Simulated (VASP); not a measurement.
# ZrSi3 (Pm-3m) in VASP: further runs, part 2 of 2

VASP 6.6.1.

**5. Single point, PBEsol (15.71 Å³/atom)**

This run uses another cell than the first one, of 15.71 Å³/atom.

Contents of INCAR:

```
PREC = Accurate ; ENCUT = 520
EDIFF = 1E-7 ; ISMEAR = 0
SIGMA = 0.05 ; LREAL = F
LASPH = T ; NELM = 100
ALGO = Normal ; ISIF = 2
LWAVE = F ; LCHARG = F
GGA = PS ; NBANDS = 20
```

Contents of KPOINTS:

```
Automatic mesh
0
Gamma
  8 8 8
```

Contents of POSCAR:

```
ZrSi3
1.0
    3.9753990048      0.0000000000      0.0000000000
    0.0000000000      3.9753990048      0.0000000000
    0.0000000000      0.0000000000      3.9753990048
Zr Si
1 3
Direct
    0.0000000000      0.0000000000      0.0000000000
    0.0000000000      0.5000000000      0.5000000000
    0.5000000000      0.5000000000      0.0000000000
    0.5000000000      0.0000000000      0.5000000000
```

Potentials or basis: VASP PAW PBE potentials, release 64 (Zr_sv, Si).

Run with:

```
> cat potpaw_PBE.64/Zr_sv/POTCAR potpaw_PBE.64/Si/POTCAR > POTCAR
> mpirun -np 1 vasp_std > vasp.out
```

OUTCAR:

```text
PREC = Accurate
   ENCUT = 520
   EDIFF = 1E-7
   ISMEAR = 0
   LREAL = F
   LASPH = T
   NELM = 100
   ISIF = 2
   GGA = PS

 ion  position               nearest neighbor table
   1  0.000  0.000  0.000-   2 2.81   3 2.81   4 2.81   2 2.81   4 2.81   2 2.81   3 2.81   2 2.81
                             3 2.81   4 2.81   4 2.81   3 2.81
   2  0.000  0.500  0.500-   1 2.81   3 2.81   4 2.81   1 2.81   3 2.81   1 2.81   4 2.81   1 2.81
                             3 2.81   4 2.81   3 2.81   4 2.81
   3  0.500  0.500  0.000-   1 2.81   2 2.81   4 2.81   2 2.81   4 2.81   1 2.81   4 2.81   4 2.81
                             1 2.81   2 2.81   2 2.81   1 2.81
   4  0.500  0.000  0.500-   1 2.81   2 2.81   3 2.81   1 2.81   3 2.81   2 2.81   3 2.81   3 2.81
                             1 2.81   2 2.81   1 2.81   2 2.81

  LATTYP: Found a simple cubic cell.
 ALAT       =     3.9753990048

  Lattice vectors:

 A1 = (   3.9753990048,   0.0000000000,   0.0000000000)
 A2 = (   0.0000000000,   3.9753990048,   0.0000000000)
 A3 = (   0.0000000000,   0.0000000000,   3.9753990048)

Analysis of symmetry for initial positions (statically):
=====================================================================
 Subroutine PRICEL returns:
 Original cell was already a primitive cell.

 Routine SETGRP: Setting up the symmetry group for a
 simple cubic supercell.

 Subroutine GETGRP returns: Found 48 space group operations
 (whereof 48 operations were pure point group operations)
 out of a pool of 48 trial point group operations.

The static configuration has the point symmetry O_h .

Analysis of symmetry for dynamics (positions and initial velocities):
=====================================================================
 Subroutine PRICEL returns:
 Original cell was already a primitive cell.

 Routine SETGRP: Setting up the symmetry group for a
 simple cubic supercell.

 Subroutine GETGRP returns: Found 48 space group operations
 (whereof 48 operations were pure point group operations)
 out of a pool of 48 trial point group operations.

The dynamic configuration has the point symmetry O_h .

[... 124 lines left out ...]
  Fermi-wavevector in a.u.,A,eV,Ry     =   1.187858  2.244726 19.197910  1.411007
  Thomas-Fermi vector in A             =   2.324000
   LORBIT       =      0    0 simple, 1 ext, 2 COOP (PROOUT), +10 PAW based schemes
   GGA     = PS    functional components
   LHFCALC =     F    Hartree Fock is set to
   AEXX    =    0.0000 exact exchange contribution
   IVDW    =     0    specifies the selected vdW correction
   LEPSILON=     F    determine dielectric tensor
   LRPA    =     F    only Hartree local field effects (RPA)
 non-spin polarized calculation
 Gauss-broadening in eV      SIGMA  =   0.05
  energy-cutoff  :      520.00
  volume of cell :       62.83
 maximum number of plane-waves:      1743
 NGX is ok and might be reduce to    30
   NGX = 15   NGY = 15   NGZ = 15

 number of electron      24.0000000 magnetization

 Free energy of the ion-electron system (eV)
  ---------------------------------------------------
  ext. energy  EPLUGINS =         0.00000000
  ---------------------------------------------------
  free energy    TOTEN  =       -27.31158820 eV

  energy without entropy =      -27.30954428  energy(sigma->0) =      -27.31056624

 E-fermi :  10.7154     XC(G=0): -11.4948

 val. band max:       10.6704327409   @ k =   0.2500   0.0000   0.0000
 cond. band min:      10.7209390831   @ k =   0.5000   0.1250   0.0000
 fundamental gap:      0.0505063422
 Fermi energy:        10.7154152047

 k-point     1 :       0.0000    0.0000    0.0000
  band No.  band energies     occupation
      1     -38.4763      2.00000
      2     -16.6185      2.00000
      3     -16.6185      2.00000
      4     -16.6185      2.00000
      5      -2.3460      2.00000
      6       4.7539      2.00000
[... 541 lines left out ...]
     19      16.0981      0.00000
     20      17.0792      0.00000

 [... further k-points ...]

------------------------ aborting loop because EDIFF is reached ----------------------------------------

  FORCE on cell =-STRESS in cart. coord.  units (eV):
  Direction    XX          YY          ZZ          XY          YZ          ZX
  --------------------------------------------------------------------------------------
  -------------------------------------------------------------------------------------
  Total       -0.8172018     -0.8172018     -0.8172018     -0.0000000      0.0000000     -0.0000000
  in kB      -20.8400009    -20.8400009    -20.8400009     -0.0000000      0.0000000     -0.0000000
  external PRESSURE =     -20.8400009 kB  Pullay stress =       0.0000000 kB

 VOLUME and BASIS-vectors are now :
 -----------------------------------------------------------------------------
  energy-cutoff  :      520.00
  volume of cell :       62.83
      direct lattice vectors                 reciprocal lattice vectors
     3.975399005  0.000000000  0.000000000     0.251547077  0.000000000  0.000000000
     0.000000000  3.975399005  0.000000000     0.000000000  0.251547077  0.000000000
     0.000000000  0.000000000  3.975399005     0.000000000  0.000000000  0.251547077

 POSITION                                       TOTAL-FORCE (eV/Angst)
 -----------------------------------------------------------------------------------
      0.00000      0.00000      0.00000         0.000000      0.000000      0.000000
      0.00000      1.98770      1.98770         0.000000      0.000000      0.000000
      1.98770      1.98770      0.00000         0.000000      0.000000      0.000000
      1.98770      0.00000      1.98770         0.000000      0.000000      0.000000
 -----------------------------------------------------------------------------------
    total drift:                                0.000000     -0.000000      0.000000

  FREE ENERGIE OF THE ION-ELECTRON SYSTEM (eV)
  ---------------------------------------------------
  free  energy   TOTEN  =       -27.3115881985 eV

  energy  without entropy=      -27.3095442826  energy(sigma->0) =      -27.31056624
```

It took 42 s on 1 thread of Intel Xeon 8259CL, shared host; peak memory 0.19 GiB.

What came out:

```yaml
Free_energy: -27.3116 eV
Pressure: -2.1 GPa
Band_gap_on_the_k_mesh: zero (bands 12 and 13 overlap by 2.39 eV)
```

Caveat: the PAW data sets were made with another functional, which shifts forces and pressure a little.

**6. The runs side by side**

| cell | gap on the mesh (eV) | pressure (GPa) |
| --- | --- | --- |
| a = 3.897 Å, 4 atoms | none | 5.7 |
| a = 3.924 Å, 4 atoms | none | 2.8 |
| a = 3.951 Å, 4 atoms | none | 0.2 |
| a = 3.975 Å, 4 atoms | none | -2.1 |

Alike in all rows: task single point; level PBEsol; potentials or basis VASP PAW PBE potentials, release 64 (Zr_sv, Si); no spin polarisation; k mesh 8 × 8 × 8; cutoff (eV) 520; smearing gaussian 0.05 eV.

Caveats: the PAW data sets were made with another functional, which shifts forces and pressure a little; the cell stands under pressure (at least some runs).

Total energies depend on the potentials used, so only differences within one code and one set of settings carry meaning.

The gap in the log of VASP goes by the Fermi energy; the results here count the filled bands.